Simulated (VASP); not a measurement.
# WC (Cmmm) in VASP: further runs, part 2 of 2

VASP 6.6.1.

### 4 Single point, revPBE

This run uses another cell than the first one, of 14.97 Å³/atom, 1.241 times its volume.

File INCAR:

```
SYSTEM = WC
PREC     = Accurate       ! precision mode
ENCUT    = 520            ! plane-wave cutoff, eV
EDIFF    = 1E-6           ! SCF threshold, eV
ISMEAR   = -1             ! smearing method
SIGMA    = 0.05           ! smearing width, eV
LREAL    = .False.        ! projectors in reciprocal space
LASPH    = .True.         ! aspherical terms in the spheres
NELM     = 80             ! most SCF steps
ALGO     = Normal         ! electronic algorithm
ISIF     = 2              ! what is computed and relaxed
LWAVE    = .False.        ! write WAVECAR
LCHARG   = .True.         ! write CHGCAR
GGA      = RE             ! functional
LELF     = .True.         ! ELF
LVHAR    = .True.       
NBANDS   = 16             ! bands
```

File KPOINTS:

```
regular mesh
0
Gamma
  10 10 6
  0 0 0
```

File POSCAR:

```
WC
1.0
    1.6403461100     -2.1180379000      0.0000000000
    1.6403461100      2.1180379000      0.0000000000
    0.0000000000      0.0000000000      4.3094211000
W C
1 1
Direct
    0.5000000000      0.5000000000      0.5000000000
    0.0000000000      0.0000000000      0.0000000000
```

Potentials or basis: VASP PAW PBE potentials, release 64 (W_sv, C).

Launch:

```console
$ cat potpaw_PBE.64/W_sv/POTCAR potpaw_PBE.64/C/POTCAR > POTCAR
$ mpirun -np 1 vasp_std > vasp.out
```

OUTCAR:

```text
SYSTEM = WC
   PREC = Accurate
   ENCUT = 520
   EDIFF = 1E-6
   ISMEAR = -1
   LREAL = .False.
   LASPH = .True.
   NELM = 80
   ISIF = 2
   GGA = RE

 ion  position               nearest neighbor table
   1  0.500  0.500  0.500-   2 2.71   2 2.71   2 2.71   2 2.71
   2  0.000  0.000  0.000-   1 2.71   1 2.71   1 2.71   1 2.71

  LATTYP: Found a base centered orthorhombic cell.
 ALAT       =     3.2806922200
 B/A-ratio  =     1.2912140231
 C/A-ratio  =     1.3135706769

  Lattice vectors:

 A1 = (   1.6403461100,  -2.1180379000,   0.0000000000)
 A2 = (   1.6403461100,   2.1180379000,   0.0000000000)
 A3 = (   0.0000000000,   0.0000000000,   4.3094211000)

Analysis of symmetry for initial positions (statically):
=====================================================================
 Subroutine PRICEL returns:
 Original cell was already a primitive cell.

 Routine SETGRP: Setting up the symmetry group for a
 base centered orthorhombic supercell.

 Subroutine GETGRP returns: Found  8 space group operations
 (whereof  8 operations were pure point group operations)
 out of a pool of  8 trial point group operations.

The static configuration has the point symmetry D_2h.

Analysis of symmetry for dynamics (positions and initial velocities):
=====================================================================
 Subroutine PRICEL returns:
 Original cell was already a primitive cell.

 Routine SETGRP: Setting up the symmetry group for a
 base centered orthorhombic supercell.

 Subroutine GETGRP returns: Found  8 space group operations
 (whereof  8 operations were pure point group operations)
 out of a pool of  8 trial point group operations.

The dynamic configuration has the point symmetry D_2h.

 Subroutine INISYM returns: Found  8 space group operations
 (whereof  8 operations are pure point group operations),
 and found     1 'primitive' translations

----------------------------------------------------------------------------------------

                                     Primitive cell

  volume of cell :      29.9446

  direct lattice vectors                    reciprocal lattice vectors
     1.640346110 -2.118037900  0.000000000     0.304813720 -0.236067542  0.000000000
     1.640346110  2.118037900  0.000000000     0.304813720  0.236067542  0.000000000
     0.000000000  0.000000000  4.309421100     0.000000000  0.000000000  0.232049729

  length of vectors
     2.678958735  2.678958735  4.309421100     0.385537661  0.385537661  0.232049729

  position of ions in fractional coordinates (direct lattice)
     0.500000000  0.500000000  0.500000000
     0.000000000  0.000000000  0.000000000

  ion indices of the primitive-cell ions
   primitive index   ion index
                 1           1
                 2           2

----------------------------------------------------------------------------------------

 KPOINTS: regular mesh

Automatic generation of k-mesh.
 Grid dimensions read from file:
 generate k-points for:   10   10    6

 Generating k-lattice:

  Cartesian coordinates                     Fractional coordinates (reciprocal lattice)
     0.030481372 -0.023606754  0.000000000     0.100000000  0.000000000  0.000000000
     0.030481372  0.023606754  0.000000000     0.000000000  0.100000000  0.000000000
     0.000000000  0.000000000  0.038674955     0.000000000  0.000000000  0.166666667

  Length of vectors
     0.038553766  0.038553766  0.038674955

  Shift w.r.t. Gamma in fractional coordinates (k-lattice)
     0.000000000  0.000000000  0.000000000

 Subroutine IBZKPT returns following result:
 ===========================================

 Found    124 irreducible k-points:

 Following reciprocal coordinates:
            Coordinates               Weight
  0.000000  0.000000  0.000000      1.000000
  0.100000  0.000000  0.000000      4.000000
  0.200000  0.000000  0.000000      4.000000
  0.300000  0.000000  0.000000      4.000000
  0.400000  0.000000  0.000000      4.000000
  0.500000  0.000000  0.000000      2.000000
[... 16 lines left out ...]
  0.300000  0.300000  0.000000      2.000000
  0.400000  0.300000  0.000000      4.000000
 [... further k-points ...]
   k-points           NKPTS =    124   k-points in BZ     NKDIM =    124   number of bands    NBANDS=     16
   number of dos      NEDOS =    301   number of ions     NIONS =      2
   total plane-waves  NPLWV =  12800
   dimension x,y,z NGX =    20 NGY =   20 NGZ =   32
   dimension x,y,z NGXF=    40 NGYF=   40 NGZF=   64
   ions per type =               1   1
   NGX,Y,Z   is equivalent  to a cutoff of  12.41, 12.41, 12.34 a.u.
   NGXF,Y,Z  is equivalent  to a cutoff of  24.82, 24.82, 24.69 a.u.
 SYSTEM =  WC
   PREC   = accura    normal or accurate (medium, high low for compatibility)
   ISTART =      0    job   : 0-new  1-cont  2-samecut
   ICHARG =      2    charge: 1-file 2-atom 10-const
   ISPIN  =      1    spin polarized calculation?
   LNONCOLLINEAR =      F non collinear calculations
   LSORBIT =      F    spin-orbit coupling
   LASPH  =      T    aspherical Exc in radial PAW
   ENCUT  =  520.0 eV  38.22 Ry    6.18 a.u.   4.98  4.98  8.01*2*pi/ulx,y,z
   NELM   =     80;   NELMIN=  2; NELMDL= -5     # of ELM steps
   EDIFF  = 0.1E-05   stopping-criterion for ELM
   LREAL  =      F    real-space projection
   EDIFFG = 0.1E-04   stopping-criterion for IOM
   NSW    =      0    number of steps for IOM
   IBRION =     -1    ionic relax: 0-MD 1-quasi-New 2-CG
   NFREE  =      0    steps in history (QN), initial steepest desc. (CG)
   ISIF   =      2    stress and relaxation
   ISYM   =      2    0-nonsym 1-usesym 2-fastsym
   POTIM  = 0.5000    time-step for ionic-motion
   TEBEG  =    0.0;   TEEND  =   0.0 temperature during run
   PSTRESS=    0.0 pullay stress
   NELECT =      18.0000    total number of electrons
   NUPDOWN=      -1.0000    fix difference up-down
   EMIN   =  10.00;   EMAX   =-10.00  energy-range for DOS
   EFERMI =   0.00;   METHOD = LEGACY
   ISMEAR =    -1;   SIGMA  =   0.05  broadening in eV -4-tet -1-fermi 0-gaus
   EFERMI_NEDOS =   21; number of points for ismear=-14 and -15
   IALGO  =     38    algorithm
   IMIX   =      4    mixing-type and parameters
     AMIX     =   0.40;   BMIX     =  1.00
     AMIX_MAG =   1.60;   BMIX_MAG =  1.00
  volume/ion in A,a.u.               =      14.97       101.04
  Fermi-wavevector in a.u.,A,eV,Ry     =   1.381634  2.610909 25.972324  1.908912
  Thomas-Fermi vector in A             =   2.506400
   LORBIT       =      0    0 simple, 1 ext, 2 COOP (PROOUT), +10 PAW based schemes
   GGA     = RE    functional components
   LHFCALC =     F    Hartree Fock is set to
   AEXX    =    0.0000 exact exchange contribution
   IVDW    =     0    specifies the selected vdW correction
   LEPSILON=     F    determine dielectric tensor
   LRPA    =     F    only Hartree local field effects (RPA)
 non-spin polarized calculation
  energy-cutoff  :      520.00
  volume of cell :       29.94
 maximum number of plane-waves:       828
   NGX =  9   NGY =  9   NGZ = 17

 number of electron      18.0000005 magnetization

 Free energy of the ion-electron system (eV)
  ---------------------------------------------------
  ext. energy  EPLUGINS =         0.00000000
  ---------------------------------------------------
  free energy    TOTEN  =       -15.99710840 eV

  energy without entropy =      -15.98251778  energy(sigma->0) =      -15.98981309

 E-fermi :   7.1595     XC(G=0): -11.8323

 val. band max:        7.1590686428   @ k =  -0.2000   0.1000   0.0000
 cond. band min:       7.1850816297   @ k =  -0.3000   0.3000   0.0000
 fundamental gap:      0.0260129869
 Fermi energy:         7.1594643606

 k-point     1 :       0.0000    0.0000    0.0000
  band No.  band energies     occupation
      1     -67.6612      2.00000
      2     -31.9681      2.00000
      3     -31.3102      2.00000
      4     -31.0463      2.00000
      5      -5.1669      2.00000
      6       1.5650      2.00000
[... 8 lines left out ...]
     15      18.8022      0.00000
     16      21.8645      0.00000

 k-point     2 :       0.1000    0.0000    0.0000
  band No.  band energies     occupation
      1     -67.6535      2.00000
      2     -31.9561      2.00000
      3     -31.3684      2.00000
      4     -31.0949      2.00000
      5      -4.9693      2.00000
      6       1.9033      2.00000
[... 8 lines left out ...]
     15      18.6281      0.00000
     16      22.0136      0.00000
[... 387 lines left out ...]
      5      -1.7993      2.00000
      6       3.3855      2.00000
[... 8 lines left out ...]
     15      17.7207      0.00000
     16      19.4229      0.00000

 k-point    24 :       0.4000    0.3000    0.0000
  band No.  band energies     occupation
      1     -67.5408      2.00000
      2     -32.0893      2.00000
      3     -31.8037      2.00000
      4     -31.7826      2.00000
      5      -1.3189      2.00000
      6       3.3404      2.00000
[... 8 lines left out ...]
     15      18.2219      0.00000
     16      18.6049      0.00000

 [... further k-points ...]
[... 5 lines left out ...]
  --------------------------------------------------------------------------------------
  -------------------------------------------------------------------------------------
  Total       -6.1704416     -0.0504729    -10.6016694      0.0000000      0.0000000      0.0000000
  in kB     -330.1480044     -2.7005429   -567.2397950      0.0000000      0.0000000      0.0000000
  external PRESSURE =    -300.0294474 kB  Pullay stress =       0.0000000 kB

 VOLUME and BASIS-vectors are now :
 -----------------------------------------------------------------------------
  energy-cutoff  :      520.00
  volume of cell :       29.94
      direct lattice vectors                 reciprocal lattice vectors
     1.640346110 -2.118037900  0.000000000     0.304813720 -0.236067542  0.000000000
     1.640346110  2.118037900  0.000000000     0.304813720  0.236067542  0.000000000
     0.000000000  0.000000000  4.309421100     0.000000000  0.000000000  0.232049729

 POSITION                                       TOTAL-FORCE (eV/Angst)
 -----------------------------------------------------------------------------------
      1.64035      0.00000      2.15471         0.000000      0.000000      0.000000
      0.00000      0.00000      0.00000        -0.000000     -0.000000      0.000000
 -----------------------------------------------------------------------------------
    total drift:                                0.000000      0.000000      0.000000

  FREE ENERGIE OF THE ION-ELECTRON SYSTEM (eV)
  ---------------------------------------------------
  free  energy   TOTEN  =       -15.9971083965 eV

  energy  without entropy=      -15.9825177768  energy(sigma->0) =      -15.98981309
```

Run time: 21 s. Hardware: 1 thread of AMD EPYC 9R45 (Zen 5), shared host; peak memory 0.15 GiB.

Results:

```
Free energy            : -15.9971 eV
Pressure               : -30.0 GPa
Band gap on the k mesh : zero (band 9 reaches 9.03 eV, above the bottom of band 10 at 4.95 eV)
```

Stress tensor (GPa, compression positive):
```
-33.01   0.00   0.00
  0.00  -0.27   0.00
  0.00   0.00 -56.72
```

Caveat: the PAW data sets were made with another functional, which shifts forces and pressure a little; spin-orbit coupling is left out, which moves the levels of the heavy elements.

### 5 Relaxation of cell and atoms, RPBE

This run uses another cell than the first one, of 14.97 Å³/atom, 1.241 times its volume.

File INCAR:

```
SYSTEM = WC
  PREC = Accurate
  ENCUT = 600
  EDIFF = 1E-7
  ISMEAR = -1
  SIGMA = 0.05
  LREAL = .False.
  LASPH = .True.
  NELM = 60
  ALGO = Normal
  ISIF = 3
  LWAVE = .False.
  LCHARG = .False.
  GGA = RP
  IBRION = 2
  NSW = 60
  EDIFFG = -0.01
```

File KPOINTS:

```
Automatic mesh
0
Gamma
  10 10 6
  0 0 0
```

POSCAR is that of step 4.

Launch:

```console
$ cat potpaw_PBE.64/W_sv/POTCAR potpaw_PBE.64/C/POTCAR > POTCAR
$ mpirun -np 1 vasp_std > vasp.out
```

Run time: 5.7 min. Hardware: 1 thread of AMD EPYC 9R45 (Zen 5), shared host; peak memory 0.19 GiB.

Results (log left out):

```
Free energy                            : -19.6645 eV
Relaxed volume                         : 12.03 Å³/atom
Relaxed cell                           : a = 3.071 Å, b = 3.071 Å, c = 3.028 Å, α = 90.00°, β = 90.00°, γ = 122.59°
Space group after relaxing (to 0.05 Å) : Cmmm (No. 65)
Energy gained by relaxing              : 1903.4 meV/atom
Ionic steps                            : 17
Pressure after relaxing                : 0.0 GPa
Band gap on the k mesh                 : zero (band 9 reaches 11.92 eV, above the bottom of band 10 at 8.89 eV)
```

Step by step:
| step | energy change (eV) | largest force (eV/Å) | pressure (GPa) | volume (Å³) |
| --- | --- | --- | --- | --- |
| 1 | 0.0000 | 0.0000 | -29.26 | 29.94 |
| 2 | -2.3569 | 0.0000 | 67.91 | 19.17 |
| 3 | -2.4805 | 0.0000 | 33.88 | 20.52 |
| 4 | -2.9090 | 0.0000 | 82.77 | 19.22 |
| 5 | -3.1107 | 0.0000 | 57.81 | 19.72 |
| 6 | -3.7102 | 0.0000 | -9.90 | 23.77 |
| 7 | -3.7277 | 0.0000 | -2.32 | 23.07 |
| 8 | -3.7277 | 0.0000 | -3.13 | 23.14 |
| 9 | -3.7673 | 0.0000 | -0.29 | 23.21 |
| 10 | -3.7705 | 0.0000 | 10.71 | 23.35 |
| 11 | -3.7907 | 0.0000 | 5.25 | 23.30 |
| 12 | -3.8051 | 0.0000 | -0.45 | 24.02 |
| 13 | -3.8053 | 0.0000 | -1.02 | 24.10 |
| 14 | -3.8067 | 0.0000 | 0.26 | 24.05 |
| 15 | -3.8067 | 0.0000 | 0.40 | 24.04 |
| 16 | -3.8068 | 0.0000 | -0.27 | 24.09 |
| 17 | -3.8068 | 0.0000 | -0.04 | 24.07 |

Final structure:
```
W C
1.0
     1.47523   -2.69398    0.00000
     1.47523    2.69398    0.00000
     0.00000    0.00000    3.02817
W C
1 1
Direct
  0.50000 0.50000 0.50000
  0.00000 0.00000 0.00000
```

Levels at points of the mesh, in eV from the Fermi level:
```
           k point  band 5  band 6  band 7  band 8  band 9  band 10  band 11  band 12  band 13
(0.00, 0.00, 0.00)  -14.29   -4.49   -2.55   -1.02   -0.72     0.14     0.31     1.35     2.30
(0.50, 0.00, 0.00)  -10.06   -8.09   -5.73   -5.65    1.44     2.50     3.47     4.76     5.11
(0.50, 0.50, 0.00)  -12.66   -5.43   -3.90   -0.74   -0.54    -0.35     0.88     2.95     4.07
(0.00, 0.00, 0.50)  -10.91   -8.60   -4.83   -2.32   -1.38    -0.18     2.55     3.64     8.27
(0.50, 0.00, 0.50)  -12.18   -3.83   -3.60   -3.06   -1.34    -0.31     3.02     3.77     7.24
(0.50, 0.50, 0.50)   -9.26   -7.77   -7.11   -5.51    2.14     2.71     3.20     5.32     5.46
```

Caveat: the volume moved by over 15 % at a fixed basis, so the end points are rough; the PAW data sets were made with another functional, which shifts forces and pressure a little; spin-orbit coupling is left out, which moves the levels of the heavy elements.

### 6 Single point, PBE+D3(BJ)

This run uses another cell than the first one, of 11.39 Å³/atom, 0.943 times its volume.

File INCAR:

```
PREC = Accurate ; ENCUT = 520
EDIFF = 1E-6 ; ISMEAR = -1
SIGMA = 0.05 ; LREAL = False
LASPH = True ; NELM = 60
ALGO = Normal ; ISIF = 2
LWAVE = False ; LCHARG = False
GGA = PE ; IVDW = 12
NBANDS = 16
```

File KPOINTS:

```
Automatic mesh
0
Gamma
  10 10 6
```

File POSCAR:

```
WC
1.0
    1.4725397130     -2.5712580906      0.0000000000
    1.4725397130      2.5712580906      0.0000000000
    0.0000000000      0.0000000000      3.0070319344
W C
1 1
Direct
    0.5000000000      0.5000000000      0.5000000000
    0.0000000000      0.0000000000      0.0000000000
```

Potentials or basis: VASP PAW PBE potentials, release 64 (W_sv, C).

Launch:

```console
$ cat potpaw_PBE.64/W_sv/POTCAR potpaw_PBE.64/C/POTCAR > POTCAR
$ mpirun -np 1 vasp_std > vasp.out
```

Run time: 25 s. Hardware: 1 thread of AMD EPYC 7R13 (Zen 3), shared host; peak memory 0.15 GiB.

It converged, with:

| Property | Result |
| --- | --- |
| Free energy | -21.4838 eV |
| Pressure | 0.7 GPa |
| Band gap on the k mesh | zero (band 9 reaches 12.96 eV, above the bottom of band 10 at 9.73 eV) |
| Dispersion energy per atom | -0.420 eV |

Stress tensor (GPa, compression positive):
```
0.88 0.00 0.00
0.00 0.38 0.00
0.00 0.00 0.87
```

Levels at points of the mesh, in eV from the Fermi level:
```csv
k point,band 5,band 6,band 7,band 8,band 9,band 10,band 11,band 12,band 13,band 14
"(0.00, 0.00, 0.00)",-14.70,-4.83,-2.35,-1.26,-1.24,0.07,0.41,1.39,2.56,9.00
"(0.50, 0.00, 0.00)",-10.21,-8.49,-5.94,-5.94,1.45,2.78,3.32,5.13,5.60,9.84
"(0.50, 0.50, 0.00)",-12.73,-5.73,-4.12,-1.05,-0.89,-0.45,0.73,3.38,4.40,8.59
"(0.00, 0.00, 0.50)",-11.18,-8.99,-4.96,-2.26,-0.91,-0.69,2.54,3.28,8.88,11.06
"(0.50, 0.00, 0.50)",-12.44,-4.30,-3.95,-3.24,-1.38,-0.29,3.39,3.77,7.36,8.40
"(0.50, 0.50, 0.50)",-9.17,-8.07,-7.69,-5.87,2.43,2.84,3.62,5.58,5.89,9.42
```

Caveat: spin-orbit coupling is left out, which moves the levels of the heavy elements; pairwise dispersion overbinds metals, which lowers pressure and volume.

### 7 The runs side by side

```csv
task,level,cell,cutoff (eV),gap on the mesh (eV),pressure (GPa)
single point,RPBE,"a = 3.083, b = 3.083, c = 3.027 Å, angles 90.0, 90.0, 123.0°, 2 atoms",520,none,0.5
single point,RPBE,"a = 2.679, b = 2.679, c = 4.309 Å, angles 90.0, 90.0, 104.5°, 2 atoms",520,none,-29.3
single point,revPBE,"a = 2.679, b = 2.679, c = 4.309 Å, angles 90.0, 90.0, 104.5°, 2 atoms",520,none,-30.0
relaxation of cell and atoms,RPBE,"relaxed from a = 2.679, b = 2.679, c = 4.309 Å, angles 90.0, 90.0, 104.5°, 2 atoms",600,none,0.0
single point,PBE+D3(BJ),"a = 2.963, b = 2.963, c = 3.007 Å, angles 90.0, 90.0, 120.4°, 2 atoms",520,none,0.7
```

Alike in all rows: potentials or basis VASP PAW PBE potentials, release 64 (W_sv, C); no spin polarisation; k mesh 10 × 10 × 6; smearing fermi-dirac 0.05 eV.

Caveats: spin-orbit coupling is left out, which moves the levels of the heavy elements; the PAW data sets were made with another functional, which shifts forces and pressure a little (some runs); the volume moved by over 15 % at a fixed basis, so the end points are rough (some runs); pairwise dispersion overbinds metals, which lowers pressure and volume (some runs).

Absolute energies hang on the potentials; compare differences alone.
